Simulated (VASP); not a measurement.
# SnO2 (Amm2) in VASP: further runs

SnO2 is run at these levels: PBE; tasks: single point.

Everything below comes from runs of VASP 6.6.1. Logs are shortened: lines on timing, memory, paths and dates and some standing lists are left out, and cuts for length are marked.

## Step 1: The cell of the first run

The structure is orthorhombic, space group Amm2 (No. 38). The conventional cell has a = 3.238 Å, b = 6.827 Å, c = 6.827 Å, α = 90.00°, β = 90.00°, γ = 90.00°. Sn (site symmetry mm2) has 6 O at 1.84 to 2.34 Å within 2.4 Å. Sn (site symmetry mm2) has 6 O at 1.94 to 2.26 Å within 2.6 Å. Within 2.4 Å of O (site symmetry mm2) lie 3 Sn at 1.84 to 2.26 Å. Within 2.8 Å of O (site symmetry m) lie 3 Sn at 2.10 to 2.11 Å and 1 O at 2.64 Å. Within 2.7 Å of O (site symmetry mm2) lie 3 Sn at 1.94 to 2.34 Å and 1 O at 2.64 Å.

## Step 2: Single point, PBE

The input, INCAR:

```
SYSTEM = SnO2
PREC = Accurate ; ENCUT = 520
EDIFF = 1E-6 ; ISMEAR = 0
SIGMA = 0.05 ; LREAL = .False.
LASPH = .True. ; NELM = 100
ALGO = Normal ; ISIF = 2
LWAVE = .False. ; LCHARG = .False.
GGA = PE ; NBANDS = 35
```

The input, KPOINTS:

```
Automatic mesh
0
Gamma
  6 6 8
  0 0 0
```

The input, POSCAR:

```
SnO2
1.0
    4.8277049966      0.0000000000      0.0000000000
    0.0000000000      4.8277049966      0.0000000000
    0.0000000000      0.0000000000      3.2379909407
Sn O
2 4
Direct
    0.0000000000      0.0000000000      0.0000000000
    0.5000000000      0.5000000000      0.5000000000
    0.2699879580      0.2699879580      0.0000000000
    0.1567777846      0.7699879580      0.5000000000
    0.6567777846      0.6567777846      0.0000000000
    0.7699879580      0.1567777846      0.5000000000
```

Potentials or basis: VASP PAW PBE potentials, release 64 (Sn_d, O).

On the command line:

```
$ cat potpaw_PBE.64/Sn_d/POTCAR potpaw_PBE.64/O/POTCAR > POTCAR
$ mpirun -np 1 vasp_std > vasp.out
```

OUTCAR:

```text
SYSTEM = SnO2
   PREC = Accurate
   ENCUT = 520
   EDIFF = 1E-6
   ISMEAR = 0
   LREAL = .False.
   LASPH = .True.
   NELM = 100
   ISIF = 2
   GGA = PE

 ion  position               nearest neighbor table
   1  0.000  0.000  0.000-   3 1.84   4 2.10   6 2.10   4 2.10   6 2.10   5 2.34
   2  0.500  0.500  0.500-   5 1.94   5 1.94   6 2.11   4 2.11   3 2.26   3 2.26
   3  0.270  0.270  0.000-   1 1.84   2 2.26   2 2.26
   4  0.157  0.770  0.500-   1 2.10   1 2.10   2 2.11
   5  0.657  0.657  0.000-   2 1.94   2 1.94   1 2.34
   6  0.770  0.157  0.500-   1 2.10   1 2.10   2 2.11

  LATTYP: Found a simple tetragonal cell.
 ALAT       =     4.8277049966
 C/A-ratio  =     0.6707101911

  Lattice vectors:

 A1 = (   4.8277049966,   0.0000000000,   0.0000000000)
 A2 = (   0.0000000000,   4.8277049966,   0.0000000000)
 A3 = (   0.0000000000,   0.0000000000,   3.2379909407)

Analysis of symmetry for initial positions (statically):
=====================================================================
 Subroutine PRICEL returns:
 Original cell was already a primitive cell.

 Routine SETGRP: Setting up the symmetry group for a
 simple tetragonal supercell.

 Subroutine GETGRP returns: Found  4 space group operations
 (whereof  4 operations were pure point group operations)
 out of a pool of 16 trial point group operations.

The static configuration has the point symmetry C_2v.

Analysis of symmetry for dynamics (positions and initial velocities):
=====================================================================
 Subroutine PRICEL returns:
 Original cell was already a primitive cell.

 Routine SETGRP: Setting up the symmetry group for a
 simple tetragonal supercell.

 Subroutine GETGRP returns: Found  4 space group operations
 (whereof  4 operations were pure point group operations)
 out of a pool of 16 trial point group operations.

The dynamic configuration has the point symmetry C_2v.

 Subroutine INISYM returns: Found  4 space group operations
 (whereof  4 operations are pure point group operations),
 and found     1 'primitive' translations

----------------------------------------------------------------------------------------

                                     Primitive cell

  volume of cell :      75.4670

  direct lattice vectors                    reciprocal lattice vectors
     4.827704997  0.000000000  0.000000000     0.207137760  0.000000000  0.000000000
     0.000000000  4.827704997  0.000000000     0.000000000  0.207137760  0.000000000
     0.000000000  0.000000000  3.237990941     0.000000000  0.000000000  0.308833477

  length of vectors
     4.827704997  4.827704997  3.237990941     0.207137760  0.207137760  0.308833477

  position of ions in fractional coordinates (direct lattice)
     0.000000000  0.000000000  0.000000000
     0.500000000  0.500000000  0.500000000
     0.269987958  0.269987958  0.000000000
     0.156777785  0.769987958  0.500000000
     0.656777785  0.656777785  0.000000000
     0.769987958  0.156777785  0.500000000

  ion indices of the primitive-cell ions
   primitive index   ion index
                 1           1
                 2           2
                 3           3
                 4           4
                 5           5
                 6           6

----------------------------------------------------------------------------------------

 KPOINTS: Automatic mesh

Automatic generation of k-mesh.
 Grid dimensions read from file:
 generate k-points for:    6    6    8

 Generating k-lattice:

  Cartesian coordinates                     Fractional coordinates (reciprocal lattice)
     0.034522960  0.000000000  0.000000000     0.166666667  0.000000000  0.000000000
     0.000000000  0.034522960  0.000000000     0.000000000  0.166666667  0.000000000
     0.000000000  0.000000000  0.038604185     0.000000000  0.000000000  0.125000000

  Length of vectors
     0.034522960  0.034522960  0.038604185

  Shift w.r.t. Gamma in fractional coordinates (k-lattice)
     0.000000000  0.000000000  0.000000000

 Subroutine IBZKPT returns following result:
 ===========================================

 Found     65 irreducible k-points:

 Following reciprocal coordinates:
            Coordinates               Weight
  0.000000  0.000000  0.000000      1.000000
  0.166667  0.000000  0.000000      4.000000
  0.333333  0.000000  0.000000      4.000000
  0.500000  0.000000  0.000000      2.000000
  0.166667  0.166667  0.000000      2.000000
 -0.166667  0.166667  0.000000      2.000000
[... 16 lines left out ...]
  0.333333  0.333333  0.125000      4.000000
 -0.333333  0.333333  0.125000      4.000000
 [... further k-points ...]
   k-points           NKPTS =     65   k-points in BZ     NKDIM =     65   number of bands    NBANDS=     35
   number of dos      NEDOS =    301   number of ions     NIONS =      6
   total plane-waves  NPLWV =  31104
   dimension x,y,z NGX =    36 NGY =   36 NGZ =   24
[... 39 lines left out ...]
 non-spin polarized calculation
 Gauss-broadening in eV      SIGMA  =   0.05
  energy-cutoff  :      520.00
  volume of cell :       75.47
 maximum number of plane-waves:      2068
   NGX = 17   NGY = 17   NGZ = 13

 number of electron      52.0000030 magnetization

 Free energy of the ion-electron system (eV)
  ---------------------------------------------------
  ext. energy  EPLUGINS =         0.00000000
  ---------------------------------------------------
  free energy    TOTEN  =       -36.43994326 eV

  energy without entropy =      -36.43994326  energy(sigma->0) =      -36.43994326

 E-fermi :   5.7162     XC(G=0): -10.9680

 val. band max:        5.4860259018   @ k =   0.0000   0.0000   0.0000
 cond. band min:       6.2394644633   @ k =   0.0000   0.0000   0.0000
 fundamental gap:      0.7534385616
 Fermi energy:         5.7162229560

 k-point     1 :       0.0000    0.0000    0.0000
  band No.  band energies     occupation
      1     -15.6901      2.00000
      2     -15.1459      2.00000
      3     -14.7798      2.00000
      4     -14.7072      2.00000
      5     -14.6206      2.00000
      6     -14.5806      2.00000
[... 27 lines left out ...]
     34      17.4266      0.00000
     35      17.7544      0.00000

 k-point     2 :       0.1667    0.0000    0.0000
  band No.  band energies     occupation
      1     -15.6612      2.00000
      2     -15.1788      2.00000
      3     -14.7792      2.00000
      4     -14.7281      2.00000
      5     -14.6165      2.00000
      6     -14.5787      2.00000
[... 27 lines left out ...]
     34      17.5261      0.00000
     35      17.7101      0.00000

 k-point     3 :       0.3333    0.0000    0.0000
  band No.  band energies     occupation
      1     -15.5822      2.00000
      2     -15.2704      2.00000
      3     -14.7780      2.00000
      4     -14.7612      2.00000
      5     -14.6110      2.00000
      6     -14.5744      2.00000
[... 27 lines left out ...]
     34      17.5801      0.00000
     35      17.8003      0.00000

 k-point     4 :       0.5000    0.0000    0.0000
  band No.  band energies     occupation
      1     -15.5117      2.00000
      2     -15.3494      2.00000
      3     -14.7774      2.00000
      4     -14.7742      2.00000
      5     -14.6087      2.00000
      6     -14.5720      2.00000
[... 27 lines left out ...]
     34      17.5318      0.00000
     35      17.8585      0.00000

 k-point     5 :       0.1667    0.1667    0.0000
  band No.  band energies     occupation
      1     -15.6211      2.00000
      2     -15.2356      2.00000
      3     -14.7779      2.00000
      4     -14.7372      2.00000
      5     -14.6152      2.00000
      6     -14.5767      2.00000
[... 638 lines left out ...]
 k-point    22 :       0.5000    0.1667    0.1250
  band No.  band energies     occupation
      1     -15.4928      2.00000
      2     -15.3361      2.00000
      3     -14.8772      2.00000
      4     -14.7431      2.00000
      5     -14.6141      2.00000
      6     -14.5792      2.00000
[... 27 lines left out ...]
     34      17.4818      0.00000
     35      17.8532      0.00000

 k-point    23 :       0.3333    0.3333    0.1250
  band No.  band energies     occupation
      1     -15.4905      2.00000
      2     -15.3596      2.00000
      3     -14.8707      2.00000
      4     -14.7258      2.00000
      5     -14.6459      2.00000
      6     -14.5842      2.00000
[... 27 lines left out ...]
     34      17.4963      0.00000
     35      17.7640      0.00000

 k-point    24 :      -0.3333    0.3333    0.1250
  band No.  band energies     occupation
      1     -15.5479      2.00000
      2     -15.2819      2.00000
      3     -14.9023      2.00000
      4     -14.7437      2.00000
      5     -14.6169      2.00000
      6     -14.5829      2.00000
[... 27 lines left out ...]
     34      17.5453      0.00000
     35      17.7960      0.00000

 [... further k-points ...]
[... 5 lines left out ...]
  --------------------------------------------------------------------------------------
  -------------------------------------------------------------------------------------
  Total        3.1556343      3.1556343      3.1604440      3.9855770      0.0000000      0.0000000
  in kB       66.9946579     66.9946579     67.0967690     84.6144847      0.0000000      0.0000000
  external PRESSURE =      67.0286949 kB  Pullay stress =       0.0000000 kB

 VOLUME and BASIS-vectors are now :
 -----------------------------------------------------------------------------
  energy-cutoff  :      520.00
  volume of cell :       75.47
      direct lattice vectors                 reciprocal lattice vectors
     4.827704997  0.000000000  0.000000000     0.207137760  0.000000000  0.000000000
     0.000000000  4.827704997  0.000000000     0.000000000  0.207137760  0.000000000
     0.000000000  0.000000000  3.237990941     0.000000000  0.000000000  0.308833477

 POSITION                                       TOTAL-FORCE (eV/Angst)
 -----------------------------------------------------------------------------------
      0.00000      0.00000      0.00000        -2.971828     -2.971828      0.000000
      2.41385      2.41385      1.61900        -2.455859     -2.455859      0.000000
      1.30342      1.30342      0.00000         3.467657      3.467657      0.000000
      0.75688      3.71727      1.61900         0.085930     -0.039350      0.000000
      3.17073      3.17073      0.00000         1.913450      1.913450      0.000000
      3.71727      0.75688      1.61900        -0.039350      0.085930      0.000000
 -----------------------------------------------------------------------------------
    total drift:                                0.000459      0.000459      0.000008

  FREE ENERGIE OF THE ION-ELECTRON SYSTEM (eV)
  ---------------------------------------------------
  free  energy   TOTEN  =       -36.4399432621 eV

  energy  without entropy=      -36.4399432621  energy(sigma->0) =      -36.43994326
```

Run time: 4 min. Hardware: 1 thread of Intel Xeon 8259CL, shared host; peak memory 0.27 GiB.

Results:

```
Free energy            : -36.4399 eV
Pressure               : 6.7 GPa
Largest force          : 4.904 eV/Å
Band gap on the k mesh : 0.75 eV
```

Forces in eV/Å, atoms in the order of the input:
```
Sn  -2.972 -2.972  0.000
Sn  -2.456 -2.456  0.000
O    3.468  3.468  0.000
O    0.086 -0.039  0.000
O    1.913  1.913  0.000
O   -0.039  0.086  0.000
```

Stress tensor (GPa, compression positive):
```
6.70 8.46 0.00
8.46 6.70 0.00
0.00 0.00 6.71
```

Levels at points of the mesh, in eV from the valence-band top:
```csv
k point,band 24,band 25,band 26,band 27,band 28,band 29
"(0.00, 0.00, 0.00)",-0.76,-0.60,0.00,0.75,5.31,6.25
"(0.50, 0.00, 0.00)",-0.94,-0.71,-0.44,3.83,3.93,6.71
"(0.50, 0.50, 0.00)",-1.17,-0.94,-0.84,4.13,4.30,7.17
"(0.00, 0.00, 0.50)",-1.42,-1.13,-1.11,5.44,5.59,9.08
"(0.50, 0.00, 0.50)",-0.94,-0.73,-0.68,5.64,5.73,7.62
"(0.50, 0.50, 0.50)",-0.88,-0.68,-0.57,4.18,4.49,8.43
```

Caveat: the cell differs from its parent crystal (all O atoms moved -0.250 Å, as atom 3 towards its neighbour atom 5 (O) at 2.641 Å); the cell stands under pressure; semilocal functionals underestimate gaps, and a narrow one can read as zero; spin-orbit coupling is left out, which moves the levels of the heavy elements; forces of over 1 eV/Å act on the atoms, so gaps and moduli don't describe the material at rest.

## Step 3: Single point, PBE

The input, INCAR:

```
PREC = Accurate ; ENCUT = 520
EDIFF = 1E-7 ; ISMEAR = 0
SIGMA = 0.05 ; LREAL = False
LASPH = True ; NELM = 100
ALGO = Normal ; ISIF = 2
LWAVE = False ; LCHARG = False
GGA = PE ; NBANDS = 35
```

The input, KPOINTS:

```
Automatic mesh
0
Gamma
  6 6 8
```

The input, POSCAR:

```
SnO2
1.0
    4.8277049966      0.0000000000      0.0000000000
    0.0000000000      4.8277049966      0.0000000000
    0.0000000000      0.0000000000      3.2379909407
Sn O
2 4
Direct
    0.0000000000      0.0000000000      0.0000000000
    0.5000000000      0.5000000000      0.5000000000
    0.3249136511      0.3249136511      0.0000000000
    0.2117034777      0.8249136511      0.5000000000
    0.7117034777      0.7117034777      0.0000000000
    0.8249136511      0.2117034777      0.5000000000
```

Potentials or basis: VASP PAW PBE potentials, release 64 (Sn_d, O).

On the command line:

```
$ cat potpaw_PBE.64/Sn_d/POTCAR potpaw_PBE.64/O/POTCAR > POTCAR
$ mpirun -np 1 vasp_std > vasp.out
```

Run time: 4.2 min. Hardware: 1 thread of Intel Xeon 8259CL, shared host; peak memory 0.27 GiB.

It converged, with:

* Free energy: -37.1096 eV
* Pressure: 2.1 GPa
* Largest force: 1.875 eV/Å
* Band gap on the k mesh: 0.69 eV

Forces on the atoms (eV/Å):
```
Sn   1.095  1.095  0.000
Sn   1.245  1.245  0.000
O   -1.012 -1.012  0.000
O    0.026 -0.027  0.000
O   -1.326 -1.326  0.000
O   -0.027  0.026  0.000
```

Stress tensor (GPa, compression positive):
```
1.98 2.09 0.00
2.09 1.98 0.00
0.00 0.00 2.27
```

Levels at points of the mesh, in eV from the valence-band top:
```
           k point  band 24  band 25  band 26  band 27  band 28  band 29
(0.00, 0.00, 0.00)    -0.75    -0.71     0.00     0.69     5.55     6.11
(0.50, 0.00, 0.00)    -1.09    -0.68    -0.52     3.85     3.90     6.77
(0.50, 0.50, 0.00)    -1.28    -0.88    -0.85     4.23     4.27     7.15
(0.00, 0.00, 0.50)    -1.50    -1.17    -1.16     5.54     5.58     9.28
(0.50, 0.00, 0.50)    -1.00    -0.74    -0.73     5.79     5.81     7.61
(0.50, 0.50, 0.50)    -0.91    -0.76    -0.68     4.30     4.39     8.56
```

Caveat: the cell differs from its parent crystal (all O atoms moved +0.125 Å, as atom 3 towards its neighbour atom 5 (O) at 2.641 Å); semilocal functionals underestimate gaps, and a narrow one can read as zero; spin-orbit coupling is left out, which moves the levels of the heavy elements; forces of over 1 eV/Å act on the atoms, so gaps and moduli don't describe the material at rest.

## Step 4: Single point, PBE

The input, INCAR:

```
SYSTEM = SnO2
ALGO     = Normal         ! electronic algorithm
EDIFF    = 1E-6           ! SCF threshold, eV
ENCUT    = 520            ! plane-wave cutoff, eV
GGA      = PE             ! functional
ISIF     = 2              ! what is computed and relaxed
ISMEAR   = 0              ! smearing method
LASPH    = .True.         ! aspherical terms in the spheres
LCHARG   = .False.        ! write CHGCAR
LREAL    = .False.        ! projectors in reciprocal space
LWAVE    = .False.        ! write WAVECAR
NBANDS   = 35             ! bands
NELM     = 100            ! most SCF steps
PREC     = Accurate       ! precision mode
SIGMA    = 0.05           ! smearing width, eV
```

The input, KPOINTS:

```
k-points
0
Gamma
  6 6 8
  0 0 0
```

The input, POSCAR:

```
SnO2
1.0
    4.8277049966      0.0000000000      0.0000000000
    0.0000000000      4.8277049966      0.0000000000
    0.0000000000      0.0000000000      3.2379909407
Sn O
2 4
Direct
    0.0000000000      0.0000000000      0.0000000000
    0.5000000000      0.5000000000      0.5000000000
    0.3706850620      0.3706850620      0.0000000000
    0.2574748886      0.8706850620      0.5000000000
    0.7574748886      0.7574748886      0.0000000000
    0.8706850620      0.2574748886      0.5000000000
```

On the command line:

```
$ cat potpaw_PBE.64/Sn_d/POTCAR potpaw_PBE.64/O/POTCAR > POTCAR
$ mpirun -np 1 vasp_std > vasp.out
```

Run time: 3.6 min. Hardware: 1 thread of Intel Xeon 8259CL, shared host; peak memory 0.27 GiB.

Results (log left out):

```yaml
Free_energy: -34.0715 eV
Pressure: 20.6 GPa
Largest_force: 13.894 eV/Å
Band_gap_on_the_k_mesh: 0.95 eV
```

Forces in eV/Å, atoms in the order of the input:
```
Sn   9.224  9.224  0.000
Sn   4.062  4.062  0.000
O   -3.212 -3.212  0.000
O    0.032 -0.282  0.000
O   -9.824 -9.824  0.000
O   -0.282  0.032  0.000
```

Stress tensor (GPa, compression positive):
```
21.36 26.83  0.00
26.83 21.36  0.00
 0.00  0.00 19.12
```

Levels at points of the mesh, in eV from the valence-band top:
| k point | band 24 | band 25 | band 26 | band 27 | band 28 | band 29 |
| --- | --- | --- | --- | --- | --- | --- |
| (0.00, 0.00, 0.00) | -0.71 | -0.32 | 0.00 | 0.95 | 4.99 | 6.64 |
| (0.50, 0.00, 0.00) | -0.70 | -0.66 | -0.30 | 3.86 | 4.01 | 6.72 |
| (0.50, 0.50, 0.00) | -1.02 | -0.99 | -0.76 | 4.02 | 4.40 | 7.23 |
| (0.00, 0.00, 0.50) | -1.19 | -1.17 | -0.96 | 5.30 | 5.66 | 8.70 |
| (0.50, 0.00, 0.50) | -0.79 | -0.68 | -0.52 | 5.44 | 5.68 | 7.59 |
| (0.50, 0.50, 0.50) | -0.76 | -0.47 | -0.44 | 4.01 | 4.76 | 8.11 |

Caveat: the cell differs from its parent crystal (all O atoms moved +0.438 Å, as atom 3 towards its neighbour atom 5 (O) at 2.641 Å); the cell stands under pressure; spin-orbit coupling is left out, which moves the levels of the heavy elements; forces of over 1 eV/Å act on the atoms, so gaps and moduli don't describe the material at rest.

## Step 5: Overview

| cell | gap on the mesh (eV) | pressure (GPa) | largest force (eV/Å) |
| --- | --- | --- | --- |
| as given, atomic positions A | 0.75 | 6.7 | 4.90 |
| as given, atomic positions B | 0.69 | 2.1 | 1.88 |
| as given, atomic positions C | 0.95 | 20.6 | 13.89 |

Alike in all rows: task single point; level PBE; potentials or basis VASP PAW PBE potentials, release 64 (Sn_d, O); no spin polarisation; k mesh 6 × 6 × 8; cutoff (eV) 520; smearing gaussian 0.05 eV.

Caveats: spin-orbit coupling is left out, which moves the levels of the heavy elements; forces of over 1 eV/Å act on the atoms, so gaps and moduli don't describe the material at rest; the cell stands under pressure (at least some runs); semilocal functionals underestimate gaps, and a narrow one can read as zero (at least some runs).

Absolute energies hang on the potentials; compare differences alone.
